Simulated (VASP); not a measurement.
Input of a VASP 6.6.1 run:

The input INCAR:

```
PREC     = Accurate       # precision mode
ENCUT    = 520            # plane-wave cutoff, eV
EDIFF    = 1E-6           # SCF threshold, eV
ISMEAR   = -1             # smearing method
SIGMA    = 0.05           # smearing width, eV
LREAL    = Auto         
LASPH    = T              # aspherical terms in the spheres
NELM     = 150            # most SCF steps
ALGO     = Normal         # electronic algorithm
ISIF     = 2              # what is computed and relaxed
LWAVE    = F              # write WAVECAR
LCHARG   = F              # write CHGCAR
ISPIN    = 2              # spin polarisation
MAGMOM   = 0 0 0 0 0 0 0 0 0 0 0 0 0 0 0 0 1 # initial moments
LORBIT   = 11             # projections on sites
GGA      = PE             # functional
NBANDS   = 52             # bands
```

File KPOINTS:

```
regular mesh
0
Gamma
  2 2 2
```

Contents of POSCAR:

```
Si16N
1.0
    0.0000000000      5.4300000000      5.4300000000
    5.4300000000      0.0000000000      5.4300000000
    5.4300000000      5.4300000000      0.0000000000
Si N
16 1
Direct
    0.0428821363     -0.0604880295     -0.0317219153
    0.1541344383      0.1049079190      0.0607274401
   -0.0074769797      0.0249723757      0.4692633517
    0.1352486188      0.1858747698      0.5911049724
   -0.0098710866      0.4494843462     -0.0061510129
    0.1193646409      0.5615745856      0.1409300184
    0.0027992634      0.5518784530      0.5504419890
    0.1139502762      0.6802486188      0.6585727440
    0.5307182320     -0.0870718232     -0.0269797422
    0.6562615101      0.0031307551      0.1258011050
    0.5530847145     -0.0110036832      0.4936187845
    0.5624769797      0.2125874770      0.6578913444
    0.5045580110      0.3894751381      0.0373204420
    0.5975046041      0.5543554328      0.1430294659
    0.5032688766      0.5959023941      0.4784438306
    0.6255893186      0.6301381215      0.7000460405
    0.7418232044      1.0897237569      0.4514732965
```

Potentials or basis: VASP PAW PBE potentials, release 64 (Si, N).

Run with:

```console
$ cat potpaw_PBE.64/Si/POTCAR potpaw_PBE.64/N/POTCAR > POTCAR
$ mpirun -np 1 vasp_std > vasp.out
```

**Question.** Estimate the pressure.

**Answer.** -0.6 GPa.

**Question.** Predict the net moment.

**Answer.** 0.00 μB per cell.

**Question.** What does it give for the largest force?

**Answer.** 3.486 eV/Å.

Forces in eV/Å, atoms in the order of the input:
```
Si   0.020 -0.800 -0.300
Si  -0.722  2.137 -1.206
Si  -0.075 -1.355  1.092
Si  -0.573  0.863 -0.490
Si   2.357 -0.558  0.514
Si   0.251  0.603  0.295
Si  -2.347 -1.870 -1.774
Si  -0.218  1.595  1.183
Si   0.777 -1.015  0.518
Si   0.815  0.524  1.112
Si  -0.012 -0.737  0.162
Si  -0.226  0.010  0.083
Si   0.085 -0.677 -0.692
Si  -0.238  1.412  0.520
Si   0.064  0.457 -0.965
Si  -0.809 -0.213  0.146
N    0.851 -0.375 -0.198
```

Caveat: the k points lie up to 0.50 Å⁻¹ apart; the atoms stand as in a frame of molecular dynamics.
